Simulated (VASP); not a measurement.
# CuI (F-43m) in VASP: a series of runs

The runs below take CuI through single point, with LDA.

Program: VASP 6.6.1. These are calculated values, not measurements. Logs are shortened: lines on timing, memory, paths and dates and some standing lists are left out, and cuts for length are marked.

**1. The cell of the first run**

Symmetry: F-43m, No. 216, cubic system. The conventional cell has a = 5.939 Å, b = 5.939 Å, c = 5.939 Å, α = 90.00°, β = 90.00°, γ = 90.00°. Cu (site symmetry -43m) has 4 I at 2.57 Å within 3.4 Å. I (site symmetry -43m) has 4 Cu at 2.57 Å within 3.4 Å.

**2. Single point, LDA**

File INCAR:

```
ALGO     = Normal         # electronic algorithm
EDIFF    = 1E-6           # SCF threshold, eV
ENCUT    = 600            # plane-wave cutoff, eV
GGA_COMPAT= False        
ISIF     = 2              # what is computed and relaxed
ISMEAR   = 0              # smearing method
LASPH    = True           # aspherical terms in the spheres
LCHARG   = False          # write CHGCAR
LREAL    = False          # projectors in reciprocal space
LWAVE    = False          # write WAVECAR
NBANDS   = 16             # bands
NELM     = 120            # most SCF steps
PREC     = Accurate       # precision mode
SIGMA    = 0.01           # smearing width, eV
```

File KPOINTS:

```
k-points
0
Gamma
  6 6 6
```

File POSCAR:

```
CuI
1.0
    0.0000000000      2.9696152886      2.9696152886
    2.9696152886      0.0000000000      2.9696152886
    2.9696152886      2.9696152886      0.0000000000
Cu I
1 1
Direct
    0.2500000000      0.2500000000      0.2500000000
    0.0000000000      0.0000000000      0.0000000000
```

Potentials or basis: VASP PAW LDA potentials, release 64 (Cu, I).

Command:

```sh
$ cat potpaw_LDA.64/Cu/POTCAR potpaw_LDA.64/I/POTCAR > POTCAR
$ mpirun -np 1 vasp_std > vasp.out
```

OUTCAR:

```text
EDIFF = 1E-6
   ENCUT = 600
   ISIF = 2
   ISMEAR = 0
   LASPH = True
   LREAL = False
   NELM = 120
   PREC = Accurate

 ion  position               nearest neighbor table
   1  0.250  0.250  0.250-   2 2.57   2 2.57   2 2.57   2 2.57
   2  0.000  0.000  0.000-   1 2.57   1 2.57   1 2.57   1 2.57

  LATTYP: Found a face centered cubic cell.
 ALAT       =     5.9392305772

  Lattice vectors:

 A1 = (   0.0000000000,   2.9696152886,   2.9696152886)
 A2 = (   2.9696152886,   0.0000000000,   2.9696152886)
 A3 = (   2.9696152886,   2.9696152886,   0.0000000000)

Analysis of symmetry for initial positions (statically):
=====================================================================
 Subroutine PRICEL returns:
 Original cell was already a primitive cell.

 Routine SETGRP: Setting up the symmetry group for a
 face centered cubic supercell.

 Subroutine GETGRP returns: Found 24 space group operations
 (whereof 24 operations were pure point group operations)
 out of a pool of 48 trial point group operations.

The static configuration has the point symmetry T_d .

Analysis of symmetry for dynamics (positions and initial velocities):
=====================================================================
 Subroutine PRICEL returns:
 Original cell was already a primitive cell.

 Routine SETGRP: Setting up the symmetry group for a
 face centered cubic supercell.

 Subroutine GETGRP returns: Found 24 space group operations
 (whereof 24 operations were pure point group operations)
 out of a pool of 48 trial point group operations.

The dynamic configuration has the point symmetry T_d .

 Subroutine INISYM returns: Found 24 space group operations
 (whereof 24 operations are pure point group operations),
 and found     1 'primitive' translations

----------------------------------------------------------------------------------------

                                     Primitive cell

  volume of cell :      52.3758

  direct lattice vectors                    reciprocal lattice vectors
     0.000000000  2.969615289  2.969615289    -0.168371978  0.168371978  0.168371978
     2.969615289  0.000000000  2.969615289     0.168371978 -0.168371978  0.168371978
     2.969615289  2.969615289  0.000000000     0.168371978  0.168371978 -0.168371978

  length of vectors
     4.199670216  4.199670216  4.199670216     0.291628820  0.291628820  0.291628820

  position of ions in fractional coordinates (direct lattice)
     0.250000000  0.250000000  0.250000000
     0.000000000  0.000000000  0.000000000

  ion indices of the primitive-cell ions
   primitive index   ion index
                 1           1
                 2           2

----------------------------------------------------------------------------------------

 KPOINTS: k-points

Automatic generation of k-mesh.
 Grid dimensions read from file:
 generate k-points for:    6    6    6

 Generating k-lattice:

  Cartesian coordinates                     Fractional coordinates (reciprocal lattice)
    -0.028061996  0.028061996  0.028061996     0.166666667  0.000000000  0.000000000
     0.028061996 -0.028061996  0.028061996     0.000000000  0.166666667  0.000000000
     0.028061996  0.028061996 -0.028061996     0.000000000  0.000000000  0.166666667

  Length of vectors
     0.048604803  0.048604803  0.048604803

  Shift w.r.t. Gamma in fractional coordinates (k-lattice)
     0.000000000  0.000000000  0.000000000

 Subroutine IBZKPT returns following result:
 ===========================================

 Found     16 irreducible k-points:

 Following reciprocal coordinates:
            Coordinates               Weight
  0.000000  0.000000  0.000000      1.000000
  0.166667  0.000000  0.000000      8.000000
  0.333333  0.000000  0.000000      8.000000
  0.500000  0.000000  0.000000      4.000000
  0.166667  0.166667  0.000000      6.000000
  0.333333  0.166667  0.000000     24.000000
[... 8 lines left out ...]
 -0.333333  0.333333  0.166667     24.000000
 -0.333333  0.500000  0.166667     12.000000
   k-points           NKPTS =     16   k-points in BZ     NKDIM =     16   number of bands    NBANDS=     16
   number of dos      NEDOS =    301   number of ions     NIONS =      2
   total plane-waves  NPLWV =  46656
   dimension x,y,z NGX =    36 NGY =   36 NGZ =   36
   dimension x,y,z NGXF=    72 NGYF=   72 NGZF=   72
   ions per type =               1   1
   NGX,Y,Z   is equivalent  to a cutoff of  14.25, 14.25, 14.25 a.u.
   NGXF,Y,Z  is equivalent  to a cutoff of  28.50, 28.50, 28.50 a.u.
 SYSTEM =  unknown system
   PREC   = accura    normal or accurate (medium, high low for compatibility)
   ISTART =      0    job   : 0-new  1-cont  2-samecut
   ICHARG =      2    charge: 1-file 2-atom 10-const
   ISPIN  =      1    spin polarized calculation?
   LNONCOLLINEAR =      F non collinear calculations
   LSORBIT =      F    spin-orbit coupling
   LASPH  =      T    aspherical Exc in radial PAW
   ENCUT  =  600.0 eV  44.10 Ry    6.64 a.u.   8.39  8.39  8.39*2*pi/ulx,y,z
   NELM   =    120;   NELMIN=  2; NELMDL= -5     # of ELM steps
   EDIFF  = 0.1E-05   stopping-criterion for ELM
   LREAL  =      F    real-space projection
   EDIFFG = 0.1E-04   stopping-criterion for IOM
   NSW    =      0    number of steps for IOM
   IBRION =     -1    ionic relax: 0-MD 1-quasi-New 2-CG
   NFREE  =      0    steps in history (QN), initial steepest desc. (CG)
   ISIF   =      2    stress and relaxation
   ISYM   =      2    0-nonsym 1-usesym 2-fastsym
   POTIM  = 0.5000    time-step for ionic-motion
   TEBEG  =    0.0;   TEEND  =   0.0 temperature during run
   PSTRESS=    0.0 pullay stress
   NELECT =      18.0000    total number of electrons
   NUPDOWN=      -1.0000    fix difference up-down
   EMIN   =  10.00;   EMAX   =-10.00  energy-range for DOS
   EFERMI =   0.00;   METHOD = LEGACY
   ISMEAR =     0;   SIGMA  =   0.01  broadening in eV -4-tet -1-fermi 0-gaus
   EFERMI_NEDOS =   21; number of points for ismear=-14 and -15
   IALGO  =     38    algorithm
   IMIX   =      4    mixing-type and parameters
     AMIX     =   0.40;   BMIX     =  1.00
     AMIX_MAG =   1.60;   BMIX_MAG =  1.00
  volume/ion in A,a.u.               =      26.19       176.72
  Fermi-wavevector in a.u.,A,eV,Ry     =   1.146715  2.166977 17.891052  1.314955
  Thomas-Fermi vector in A             =   2.283398
   LORBIT       =      0    0 simple, 1 ext, 2 COOP (PROOUT), +10 PAW based schemes
   GGA     = CA    functional components
   LHFCALC =     F    Hartree Fock is set to
   AEXX    =    0.0000 exact exchange contribution
   IVDW    =     0    specifies the selected vdW correction
   LEPSILON=     F    determine dielectric tensor
   LRPA    =     F    only Hartree local field effects (RPA)
 non-spin polarized calculation
 Gauss-broadening in eV      SIGMA  =   0.01
  energy-cutoff  :      600.00
  volume of cell :       52.38
 maximum number of plane-waves:      1807
 NGX is ok and might be reduce to    36
   NGX = 17   NGY = 17   NGZ = 17

 number of electron      17.9999992 magnetization

 Free energy of the ion-electron system (eV)
  ---------------------------------------------------
  ext. energy  EPLUGINS =         0.00000000
  ---------------------------------------------------
  free energy    TOTEN  =        -6.98173967 eV

  energy without entropy =       -6.98173967  energy(sigma->0) =       -6.98173967

 E-fermi :   4.9630     XC(G=0):  -9.5859

 val. band max:        4.8702784729   @ k =   0.0000   0.0000   0.0000
 cond. band min:       6.0368019755   @ k =   0.0000   0.0000   0.0000
 fundamental gap:      1.1665235026
 Fermi energy:         4.9630091068

 k-point     1 :       0.0000    0.0000    0.0000
  band No.  band energies     occupation
      1      -9.4550      2.00000
      2       0.9441      2.00000
      3       0.9441      2.00000
      4       0.9441      2.00000
      5       2.6790      2.00000
      6       2.6790      2.00000
[... 8 lines left out ...]
     15      14.6563      0.00000
     16      14.6563      0.00000

 k-point     2 :       0.1667    0.0000    0.0000
  band No.  band energies     occupation
      1      -9.3098      2.00000
      2       0.4412      2.00000
      3       0.9603      2.00000
      4       0.9603      2.00000
      5       2.6685      2.00000
      6       2.6685      2.00000
[... 8 lines left out ...]
     15      13.6757      0.00000
     16      13.9104      0.00000

 k-point     3 :       0.3333    0.0000    0.0000
  band No.  band energies     occupation
      1      -8.9871      2.00000
      2      -0.5761      2.00000
      3       0.9846      2.00000
      4       0.9846      2.00000
      5       2.6795      2.00000
      6       2.6795      2.00000
[... 8 lines left out ...]
     15      14.1972      0.00000
     16      14.1972      0.00000

 k-point     4 :       0.5000    0.0000    0.0000
  band No.  band energies     occupation
      1      -8.8051      2.00000
      2      -1.0829      2.00000
      3       0.9918      2.00000
      4       0.9918      2.00000
      5       2.7082      2.00000
      6       2.7082      2.00000
[... 8 lines left out ...]
     15      15.9613      0.00000
     16      15.9613      0.00000
[... 172 lines left out ...]
 k-point    14 :       0.5000    0.3333    0.1667
  band No.  band energies     occupation
      1      -8.7630      2.00000
      2      -0.5870      2.00000
      3       0.4771      2.00000
      4       0.9420      2.00000
      5       2.6090      2.00000
      6       2.6965      2.00000
[... 8 lines left out ...]
     15      15.9901      0.00000
     16      17.2556      0.00000

 k-point    15 :      -0.3333    0.3333    0.1667
  band No.  band energies     occupation
      1      -8.6381      2.00000
      2      -0.6335      2.00000
      3       0.1536      2.00000
      4       0.9101      2.00000
      5       2.5726      2.00000
      6       2.6791      2.00000
[... 8 lines left out ...]
     15      16.1624      0.00000
     16      16.9824      0.00000

 k-point    16 :      -0.3333    0.5000    0.1667
  band No.  band energies     occupation
      1      -8.5798      2.00000
      2      -0.7411      2.00000
      3       0.3150      2.00000
      4       0.8300      2.00000
      5       2.6199      2.00000
      6       2.6299      2.00000
[... 8 lines left out ...]
     15      16.7232      0.00000
     16      17.1173      0.00000

------------------------ aborting loop because EDIFF is reached ----------------------------------------

  FORCE on cell =-STRESS in cart. coord.  units (eV):
  Direction    XX          YY          ZZ          XY          YZ          ZX
  --------------------------------------------------------------------------------------
  -------------------------------------------------------------------------------------
  Total       -0.5788904     -0.5788904     -0.5788904     -0.0000000      0.0000000     -0.0000000
  in kB      -17.7082793    -17.7082793    -17.7082793     -0.0000000      0.0000000     -0.0000000
  external PRESSURE =     -17.7082793 kB  Pullay stress =       0.0000000 kB

 VOLUME and BASIS-vectors are now :
 -----------------------------------------------------------------------------
  energy-cutoff  :      600.00
  volume of cell :       52.38
      direct lattice vectors                 reciprocal lattice vectors
     0.000000000  2.969615289  2.969615289    -0.168371978  0.168371978  0.168371978
     2.969615289  0.000000000  2.969615289     0.168371978 -0.168371978  0.168371978
     2.969615289  2.969615289  0.000000000     0.168371978  0.168371978 -0.168371978

 POSITION                                       TOTAL-FORCE (eV/Angst)
 -----------------------------------------------------------------------------------
      1.48481      1.48481      1.48481         0.000000      0.000000     -0.000000
      0.00000      0.00000      0.00000        -0.000000     -0.000000      0.000000
 -----------------------------------------------------------------------------------
    total drift:                               -0.000000     -0.000000     -0.000000

  FREE ENERGIE OF THE ION-ELECTRON SYSTEM (eV)
  ---------------------------------------------------
  free  energy   TOTEN  =        -6.9817396659 eV

  energy  without entropy=       -6.9817396659  energy(sigma->0) =       -6.98173967
```

Wall time 29 s (1 thread of Intel Xeon 8259CL, shared host); peak memory 0.15 GiB.

Results:

* Free energy: -6.9817 eV
* Pressure: -1.8 GPa
* Band gap on the k mesh: 1.17 eV

Caveat: spin-orbit coupling is left out, which moves the levels of the heavy elements. LDA gaps usually lie below the measured ones, often by a third to a half.

(Continued in part 2 of 2.)
